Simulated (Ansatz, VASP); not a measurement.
NiO: VASP beside Ansatz

```
Ni O
1.0
     0.00000    2.02023    2.02023
     2.02023    0.00000    2.02023
     2.02023    2.02023    0.00000
Ni O
1 1
Direct
  0.00000 0.00000 0.00000
  0.50000 0.50000 0.50000
```

Alike in both runs: task single point; functional PBE; k mesh 18 × 18 × 18; occupations gaussian, width 0.1 eV; collinear spin.

|  | VASP | Ansatz |
| --- | --- | --- |
| version | VASP 6.6.1 | Ansatz 0.2.0 |
| potentials or method | VASP PAW PBE potentials, release 64 (Ni, O), cutoff 520 eV | scalar-relativistic, plane waves, PAW |
| valence electrons in the cell | 16 | 24 |

VASP gave:

| Item | Value |
| --- | --- |
| gap on the k mesh at the Fermi level (eV) | none |
| pressure (GPa) | 27.1 |
| net moment per atom (μB) | 0.66 |
| size of the moment on the site where the two differ most (μB) | 1.10 |

**Question.** Estimate Ansatz's values.

**Answer.** gap on the k mesh at the Fermi level (eV): none; pressure (GPa): 27.6; net moment per atom (μB): 0.70; size of the moment on the site where the two differ most (μB): 1.14.

Site moments also hang on the region over which each program counts them. A gap of «none» marks a metal or a gap that the smearing closes. VASP's potentials hold 16 valence electrons a cell and Ansatz's 24, so a difference there can come from the potentials and not from the codes.
